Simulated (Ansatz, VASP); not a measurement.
**One calculation of SnO2, two programs**

File INCAR:

```
  PREC = Accurate
  ENCUT = 520
  EDIFF = 1E-7
  ISMEAR = 0
  SIGMA = 0.05
  LREAL = F
  LASPH = T
  NELM = 100
  ALGO = Normal
  ISIF = 2
  LWAVE = F
  LCHARG = F
  GGA = PS
  NBANDS = 35
```

File KPOINTS:

```
Automatic mesh
0
Gamma
  6 6 8
```

Contents of POSCAR:

```
SnO2
1.0
    4.8483620387      0.0000000000      0.0000000000
    0.0000000000      4.8483620387      0.0000000000
    0.0000000000      0.0000000000      3.2649990520
Sn O
2 4
Direct
    0.0000000000      0.0000000000      0.0000000000
    0.5000000000      0.5000000000      0.5000000000
    0.2767458494      0.3358502854      0.0000000000
    0.2232541506      0.8358502854      0.5000000000
    0.7232541506      0.6641497146      0.0000000000
    0.7767458494      0.1641497146      0.5000000000
```

Input for Ansatz:

```yaml
crystal:
  lattice:
    - [4.8483620387, 0.0, 0.0]
    - [0.0, 4.8483620387, 0.0]
    - [0.0, 0.0, 3.264999052]
  atoms:
    - { symbol: Sn, position: [0.0, 0.0, 0.0] }
    - { symbol: Sn, position: [0.5, 0.5, 0.5] }
    - { symbol: O, position: [0.2767458494, 0.3358502854, 0.0] }
    - { symbol: O, position: [0.2232541506, 0.8358502854, 0.5] }
    - { symbol: O, position: [0.7232541506, 0.6641497146, 0.0] }
    - { symbol: O, position: [0.7767458494, 0.1641497146, 0.5] }
basis:
  ecutwfc: 520.0
kpoints:
  mp_grid: { grid: [6, 6, 8] }
hamiltonian:
  xc: pbesol
  pseudopotentials: { kind: paw, azcp: { folder: soft_1 } }
scf:
  occupations: { method: gaussian, width: 0.05 }
output:
  forces: true
  stress: true
  eigenvalues: true
```

Change from the starting cell: mode 4 frozen in at -0.199 Å, equal normal strain along x, y and z +0.0167.

Alike in both runs: task single point; functional PBEsol; k mesh 6 × 6 × 8; occupations gaussian, width 0.05 eV; no spin polarisation.

```csv
,VASP,Ansatz
version,VASP 6.6.1,Ansatz 0.2.0
potentials or method,"VASP PAW PBE potentials, release 64 (Sn_d, O), cutoff 520 eV","scalar-relativistic, plane waves, PAW"
valence electrons in the cell,52,52
```

|  | VASP | Ansatz | Ansatz less VASP |
| --- | --- | --- | --- |
| gap on the k mesh at the Fermi level (eV) | 0.75 | 0.76 | +0.008 |
| least direct gap on the mesh (eV) | 0.88 | 0.89 | +0.008 |
| pressure (GPa) | -9.6 | -10.1 | -0.56 |
| traceless stress, the component that is largest in VASP (GPa) | 1.86 | 1.98 | +0.121 |
| rms of the force components (eV/Å) | 0.163 | 0.170 | +0.0076 |

VASP's potentials were made for PBE, not for PBEsol, and Ansatz warns of the same on its side. Atom by atom the forces differ by 0.008 eV/Å (rms over components).
